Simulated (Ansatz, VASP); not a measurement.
# One calculation of GaP, two programs

File POSCAR:

```
GaP
1.0
    0.0000000000      2.7252500963      2.7252500963
    2.7252500963      0.0000000000      2.7252500963
    2.7252500963      2.7252500963      0.0000000000
Ga P
1 1
Direct
    0.0000000000      0.0000000000      0.0000000000
    0.7500000000      0.7500000000      0.7500000000
```

File INCAR.step1:

```
SYSTEM = GaP
  PREC = Accurate
  ENCUT = 520
  EDIFF = 1E-5
  ISMEAR = 0
  SIGMA = 0.05
  LREAL = .False.
  LASPH = .True.
  NELM = 100
  ALGO = Normal
  ISIF = 2
  LWAVE = .True.
  LCHARG = .False.
  GGA = PE
  NBANDS = 16
```

INCAR.step2

```
SYSTEM = GaP
  PREC = Accurate
  ENCUT = 520
  EDIFF = 1E-7
  ISMEAR = 0
  SIGMA = 0.05
  LREAL = .False.
  LASPH = .True.
  NELM = 100
  ALGO = Normal
  ISIF = 2
  LWAVE = .False.
  LCHARG = .False.
  GGA = B3
  LHFCALC = .True.
  AEXX = 0.2
  AGGAX = 0.72
  AGGAC = 0.81
  ALDAC = 0.19
  PRECFOCK = Normal
  ISTART = 1
  NBANDS = 16
```

The input KPOINTS:

```
Automatic mesh
0
Gamma
  4 4 4
  0 0 0
```

Input for Ansatz:

```yaml
crystal:
  lattice:
    - [0.0, 2.7252500963, 2.7252500963]
    - [2.7252500963, 0.0, 2.7252500963]
    - [2.7252500963, 2.7252500963, 0.0]
  atoms:
    - { symbol: Ga, position: [0.0, 0.0, 0.0] }
    - { symbol: P, position: [0.75, 0.75, 0.75] }
basis:
  ecutwfc: 420
  ecutrho_ratio: 4
kpoints:
  mp_grid: { grid: [4, 4, 4] }
hamiltonian:
  xc: b3lyp
scf:
  occupations: { method: gaussian, width: 0.05 }
  n_extra_bands: 9
output:
  forces: true
  stress: true
  eigenvalues: true
  populations: true
  dos: { projected: true, de: 0.02 }
```

Alike in both runs: task single point; functional B3LYP; k mesh 4 × 4 × 4; occupations gaussian, width 0.05 eV; no spin polarisation.

|  | VASP | Ansatz |
| --- | --- | --- |
| version | VASP 6.6.1 | Ansatz 0.2.0 |
| potentials or method | VASP PAW PBE potentials, release 64 (Ga_d, P), cutoff 520 eV | scalar-relativistic, plane waves, PAW |
| valence electrons in the cell | 18 | 18 |

|  | VASP | Ansatz | Ansatz less VASP |
| --- | --- | --- | --- |
| gap on the k mesh at the Fermi level (eV) | 2.94 | 2.90 | -0.040 |
| least direct gap on the mesh (eV) | 3.12 | 3.07 | -0.057 |
| pressure (GPa) | 4.1 | 4.2 | +0.02 |

VASP's potentials were made for PBE, not for B3LYP. Ansatz's warnings: stress exchange threshold loose, stress scf threshold loose.

The k mesh is coarse, so the values compare programs but aren't converged.
